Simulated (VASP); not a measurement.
# WS (Pm-3m) in VASP: settings compared, part 2 of 3

VASP 6.6.1.

### 3 Single point, PBE-based screened hybrid with 25 % exact exchange

This run uses another cell than the first one, of 13.21 Å³/atom.

POSCAR reads:

```
WS
1.0
    2.9787021072      0.0000000000      0.0000000000
    0.0000000000      2.9787021072      0.0000000000
    0.0000000000      0.0000000000      2.9787021072
W S
1 1
Direct
    0.5000000000      0.5000000000      0.5000000000
    0.0000000000      0.0000000000      0.0000000000
```

INCAR.step1 reads:

```
  PREC = Accurate
  ENCUT = 520
  EDIFF = 1E-5
  ISMEAR = -1
  SIGMA = 0.05
  LREAL = False
  LASPH = True
  NELM = 100
  ALGO = Normal
  ISIF = 2
  LWAVE = True
  LCHARG = False
  GGA = PE
  NBANDS = 17
```

INCAR.step2 reads:

```
  PREC = Accurate
  ENCUT = 520
  EDIFF = 1E-6
  ISMEAR = -1
  SIGMA = 0.05
  LREAL = False
  LASPH = True
  NELM = 100
  ALGO = Normal
  ISIF = 2
  LWAVE = False
  LCHARG = False
  GGA = PE
  LHFCALC = True
  AEXX = 0.25
  HFSCREEN = 0.3
  PRECFOCK = Normal
  ISTART = 1
  NBANDS = 17
```

KPOINTS reads:

```
regular mesh
0
Gamma
  4 4 4
```

Potentials or basis: VASP PAW PBE potentials, release 64 (W_sv, S).

On the command line:

```sh
cat potpaw_PBE.64/W_sv/POTCAR potpaw_PBE.64/S/POTCAR > POTCAR
cp INCAR.step1 INCAR
mpirun -np 1 vasp_std > vasp.out
cp INCAR.step2 INCAR
mpirun -np 1 vasp_std > vasp.out
```

OUTCAR:

```text
PREC = Accurate
   ENCUT = 520
   EDIFF = 1E-6
   ISMEAR = -1
   LREAL = False
   LASPH = True
   NELM = 100
   ISIF = 2
   GGA = PE
   LHFCALC = True
   AEXX = 0.25
   HFSCREEN = 0.3
   PRECFOCK = Normal
   ISTART = 1

 ion  position               nearest neighbor table
   1  0.500  0.500  0.500-   2 2.58   2 2.58   2 2.58   2 2.58   2 2.58   2 2.58   2 2.58   2 2.58

   2  0.000  0.000  0.000-   1 2.58   1 2.58   1 2.58   1 2.58   1 2.58   1 2.58   1 2.58   1 2.58

  LATTYP: Found a simple cubic cell.
 ALAT       =     2.9787021072

  Lattice vectors:

 A1 = (   2.9787021072,   0.0000000000,   0.0000000000)
 A2 = (   0.0000000000,   2.9787021072,   0.0000000000)
 A3 = (   0.0000000000,   0.0000000000,   2.9787021072)

Analysis of symmetry for initial positions (statically):
=====================================================================
 Subroutine PRICEL returns:
 Original cell was already a primitive cell.

 Routine SETGRP: Setting up the symmetry group for a
 simple cubic supercell.

 Subroutine GETGRP returns: Found 48 space group operations
 (whereof 48 operations were pure point group operations)
 out of a pool of 48 trial point group operations.

The static configuration has the point symmetry O_h .

Analysis of symmetry for dynamics (positions and initial velocities):
=====================================================================
 Subroutine PRICEL returns:
 Original cell was already a primitive cell.

 Routine SETGRP: Setting up the symmetry group for a
 simple cubic supercell.

 Subroutine GETGRP returns: Found 48 space group operations
 (whereof 48 operations were pure point group operations)
 out of a pool of 48 trial point group operations.

The dynamic configuration has the point symmetry O_h .

 Subroutine INISYM returns: Found 48 space group operations
 (whereof 48 operations are pure point group operations),
 and found     1 'primitive' translations

----------------------------------------------------------------------------------------

                                     Primitive cell

  volume of cell :      26.4290

  direct lattice vectors                    reciprocal lattice vectors
     2.978702107  0.000000000  0.000000000     0.335716686  0.000000000  0.000000000
     0.000000000  2.978702107  0.000000000     0.000000000  0.335716686  0.000000000
     0.000000000  0.000000000  2.978702107     0.000000000  0.000000000  0.335716686

  length of vectors
     2.978702107  2.978702107  2.978702107     0.335716686  0.335716686  0.335716686

  position of ions in fractional coordinates (direct lattice)
     0.500000000  0.500000000  0.500000000
     0.000000000  0.000000000  0.000000000

  ion indices of the primitive-cell ions
   primitive index   ion index
                 1           1
                 2           2

----------------------------------------------------------------------------------------

 KPOINTS: regular mesh

Automatic generation of k-mesh.
[... 25 lines left out ...]
  0.500000  0.000000  0.000000      3.000000
  0.250000  0.250000  0.000000     12.000000
  0.500000  0.250000  0.000000     12.000000
  0.500000  0.500000  0.000000      3.000000
  0.250000  0.250000  0.250000      8.000000
  0.500000  0.250000  0.250000     12.000000
  0.500000  0.500000  0.250000      6.000000
  0.500000  0.500000  0.500000      1.000000
   k-points           NKPTS =     10   k-points in BZ     NKDIM =     64   number of bands    NBANDS=     17
   number of dos      NEDOS =    301   number of ions     NIONS =      2
   total plane-waves  NPLWV =  13824
   dimension x,y,z NGX =    24 NGY =   24 NGZ =   24
   dimension x,y,z NGXF=    48 NGYF=   48 NGZF=   48
   ions per type =               1   1
   NGX,Y,Z   is equivalent  to a cutoff of  13.39, 13.39, 13.39 a.u.
   NGXF,Y,Z  is equivalent  to a cutoff of  26.79, 26.79, 26.79 a.u.
 SYSTEM =  unknown system
   PREC   = accura    normal or accurate (medium, high low for compatibility)
   ISTART =      1    job   : 0-new  1-cont  2-samecut
   ICHARG =      0    charge: 1-file 2-atom 10-const
   ISPIN  =      1    spin polarized calculation?
   LNONCOLLINEAR =      F non collinear calculations
   LSORBIT =      F    spin-orbit coupling
   LASPH  =      T    aspherical Exc in radial PAW
   ENCUT  =  520.0 eV  38.22 Ry    6.18 a.u.   5.54  5.54  5.54*2*pi/ulx,y,z
   NELM   =    100;   NELMIN=  2; NELMDL=  0     # of ELM steps
   EDIFF  = 0.1E-05   stopping-criterion for ELM
   LREAL  =      F    real-space projection
   EDIFFG = 0.1E-04   stopping-criterion for IOM
   NSW    =      0    number of steps for IOM
   IBRION =     -1    ionic relax: 0-MD 1-quasi-New 2-CG
   NFREE  =      0    steps in history (QN), initial steepest desc. (CG)
   ISIF   =      2    stress and relaxation
   ISYM   =      3    0-nonsym 1-usesym 2-fastsym
   POTIM  = 0.5000    time-step for ionic-motion
   TEBEG  =    0.0;   TEEND  =   0.0 temperature during run
   PSTRESS=    0.0 pullay stress
   NELECT =      20.0000    total number of electrons
   NUPDOWN=      -1.0000    fix difference up-down
   EMIN   =  10.00;   EMAX   =-10.00  energy-range for DOS
   EFERMI =   0.00;   METHOD = LEGACY
   ISMEAR =    -1;   SIGMA  =   0.05  broadening in eV -4-tet -1-fermi 0-gaus
   EFERMI_NEDOS =   21; number of points for ismear=-14 and -15
   IALGO  =     38    algorithm
   IMIX   =      1    mixing-type and parameters
     AMIX     =   0.40;   BMIX     =  1.00
     AMIX_MAG =   1.60;   BMIX_MAG =  1.00
  volume/ion in A,a.u.               =      13.21        89.18
  Fermi-wavevector in a.u.,A,eV,Ry     =   1.491847  2.819183 30.281247  2.225609
  Thomas-Fermi vector in A             =   2.604450
   LORBIT       =      0    0 simple, 1 ext, 2 COOP (PROOUT), +10 PAW based schemes
   GGA     = PE    functional components
   LHFCALC =     T    Hartree Fock is set to
   PRECFOCK=normal    Normal, Fast or Accurate (Low or Medium for compatibility)
   ENCUT4O =  -1.0   cutoff for four orbital integrals eV
   NKREDX  =     1    reduce k-point grid by
   NKREDY  =     1    reduce k-point grid by
   NKREDZ  =     1    reduce k-point grid by
   AEXX    =    0.2500 exact exchange contribution
   HFSCREEN=    0.3000 screening length (either q_TF or 0.3 A-1)
   HFSCREENC=   0.3000 screening length for correlation (either q_TF or 0.3 A-1)
   ENCUTFOCK=  -1.0 apply spherical cutoff to Coloumb kernel
   IVDW    =     0    specifies the selected vdW correction
   LEPSILON=     F    determine dielectric tensor
   LRPA    =     F    only Hartree local field effects (RPA)
 non-spin polarized calculation
  energy-cutoff  :      520.00
  volume of cell :       26.43
 maximum number of plane-waves:       739
 NGX is ok and might be reduce to    24
  NGX = 18; NGY = 18; NGZ = 18

 number of electron      20.0000002 magnetization

 Free energy of the ion-electron system (eV)
  ---------------------------------------------------
  ext. energy  EPLUGINS =         0.00000000
  ---------------------------------------------------
  free energy    TOTEN  =       -19.04837075 eV

  energy without entropy =      -19.03289595  energy(sigma->0) =      -19.04063335

 E-fermi :  13.1249     XC(G=0): -11.0785

 val. band max:       13.0793979058   @ k =   0.5000   0.2500   0.0000
 cond. band min:      13.4611263158   @ k =   0.5000   0.5000   0.2500
 fundamental gap:      0.3817284100
 Fermi energy:        13.1248569863

 k-point     1 :       0.0000    0.0000    0.0000
  band No.  band energies     occupation
      1     -65.2115      2.00000
      2     -27.8536      2.00000
      3     -27.8536      2.00000
      4     -27.8536      2.00000
      5      -6.7326      2.00000
      6       7.7298      2.00000
[... 177 lines left out ...]
      4     -28.2499      2.00000
      5      -1.4427      2.00000
      6       2.9079      2.00000
[... 9 lines left out ...]
     16      19.7046      0.00000
     17      24.0352      0.00000

------------------------ aborting loop because EDIFF is reached ----------------------------------------

  FORCE on cell =-STRESS in cart. coord.  units (eV):
  Direction    XX          YY          ZZ          XY          YZ          ZX
  --------------------------------------------------------------------------------------
  -------------------------------------------------------------------------------------
  Total       -0.0804811     -0.0804811     -0.0804811     -0.0000000     -0.0000000      0.0000000
  in kB       -4.8789137     -4.8789137     -4.8789137     -0.0000000     -0.0000000      0.0000000
  external PRESSURE =      -4.8789137 kB  Pullay stress =       0.0000000 kB

 VOLUME and BASIS-vectors are now :
 -----------------------------------------------------------------------------
  energy-cutoff  :      520.00
  volume of cell :       26.43
      direct lattice vectors                 reciprocal lattice vectors
     2.978702107  0.000000000  0.000000000     0.335716686  0.000000000  0.000000000
     0.000000000  2.978702107  0.000000000     0.000000000  0.335716686  0.000000000
     0.000000000  0.000000000  2.978702107     0.000000000  0.000000000  0.335716686

 POSITION                                       TOTAL-FORCE (eV/Angst)
 -----------------------------------------------------------------------------------
      1.48935      1.48935      1.48935         0.000000      0.000000      0.000000
      0.00000      0.00000      0.00000         0.000000      0.000000      0.000000
 -----------------------------------------------------------------------------------
    total drift:                                0.000000      0.000000      0.000000

  FREE ENERGIE OF THE ION-ELECTRON SYSTEM (eV)
  ---------------------------------------------------
  free  energy   TOTEN  =       -19.0483707528 eV

  energy  without entropy=      -19.0328959461  energy(sigma->0) =      -19.04063335
```

It took 4.2 min on 1 thread of AMD EPYC 7R13 (Zen 3), shared host; peak memory 0.22 GiB.

What came out:

- Free energy: -19.0484 eV
- Pressure: -0.5 GPa
- Band gap on the k mesh: zero (bands 10 and 11 overlap by 3.95 eV)

Levels at points of the mesh, in eV from the Fermi level:
```csv
k point,band 6,band 7,band 8,band 9,band 10,band 11,band 12,band 13,band 14,band 15
"(0.00, 0.00, 0.00)",-5.40,-5.40,-3.46,-3.46,-3.46,1.42,1.42,1.42,3.20,10.35
"(0.50, 0.00, 0.00)",-11.88,-5.51,-5.51,-3.94,2.18,3.23,4.49,5.42,5.42,6.39
"(0.50, 0.50, 0.00)",-8.20,-8.20,-5.26,-1.95,-1.41,-1.41,0.91,4.18,5.89,11.71
"(0.50, 0.50, 0.50)",-10.22,-10.22,-10.22,2.54,2.54,2.54,4.35,4.35,6.58,6.58
```

Caveat: the k points lie up to 0.53 Å⁻¹ apart, too coarse for converged energies and pressures of a metal; the PAW data sets were made with another functional, which shifts forces and pressure a little; spin-orbit coupling is left out, which moves the levels of the heavy elements.

### 4 Single point, HF

This run uses another cell than the first one, of 17.92 Å³/atom.

POSCAR reads:

```
WS
1.0
    3.2967517093      0.0000000000      0.0000000000
    0.0000000000      3.2967517093      0.0000000000
    0.0000000000      0.0000000000      3.2967517093
W S
1 1
Direct
    0.5000000000      0.5000000000      0.5000000000
    0.0000000000      0.0000000000      0.0000000000
```

INCAR.step1, as its differences from that of step 3:

```diff
@@ -11,4 +11,3 @@
   LWAVE = True
-  LCHARG = False
+  NBANDS = 17
   GGA = PE
-  NBANDS = 17
```

INCAR.step2 reads:

```
  PREC = Accurate
  ENCUT = 520
  EDIFF = 1E-7
  ISMEAR = -1
  SIGMA = 0.05
  LREAL = False
  LASPH = True
  NELM = 100
  ALGO = Normal
  ISIF = 2
  LWAVE = False
  LCHARG = True
  GGA = PE
  LHFCALC = True
  AEXX = 1.0
  ALDAC = 0.0
  AGGAC = 0.0
  PRECFOCK = Normal
  LELF = True
  LVHAR = True
  NBANDS = 17
  ISTART = 1
```

KPOINTS is that of step 3.

On the command line:

```sh
cat potpaw_PBE.64/W_sv/POTCAR potpaw_PBE.64/S/POTCAR > POTCAR
cp INCAR.step1 INCAR
mpirun -np 1 vasp_std > vasp.out
cp INCAR.step2 INCAR
mpirun -np 1 vasp_std > vasp.out
```

Wall time 15 min (1 thread of AMD EPYC 7R13 (Zen 3), shared host); peak memory 0.13 GiB.

It converged, with:

| Property | Result |
| --- | --- |
| Free energy | -29.6705 eV |
| Pressure | -36.5 GPa |
| Band gap on the k mesh | zero (bands 10 and 11 overlap by 4.88 eV) |

Levels at points of the mesh, in eV from the Fermi level:
| k point | band 7 | band 8 | band 9 | band 10 | band 11 | band 12 | band 13 | band 14 |
| --- | --- | --- | --- | --- | --- | --- | --- | --- |
| (0.00, 0.00, 0.00) | -9.32 | -7.65 | -7.65 | -7.65 | 2.36 | 3.29 | 3.29 | 3.29 |
| (0.50, 0.00, 0.00) | -8.92 | -8.92 | -8.42 | 1.69 | 3.96 | 6.15 | 6.15 | 6.56 |
| (0.50, 0.50, 0.00) | -12.02 | -8.93 | -5.87 | -2.17 | -2.17 | 2.04 | 2.75 | 5.71 |
| (0.50, 0.50, 0.50) | -13.14 | -13.14 | 2.71 | 2.71 | 3.40 | 3.40 | 3.40 | 7.07 |

Caveat: the k points lie up to 0.48 Å⁻¹ apart, too coarse for converged energies and pressures of a metal; the PAW data sets were made with another functional, which shifts forces and pressure a little; spin-orbit coupling is left out, which moves the levels of the heavy elements.

(Continued in part 3 of 3.)

The gap in the log of VASP goes by the Fermi energy; the results here count the filled bands.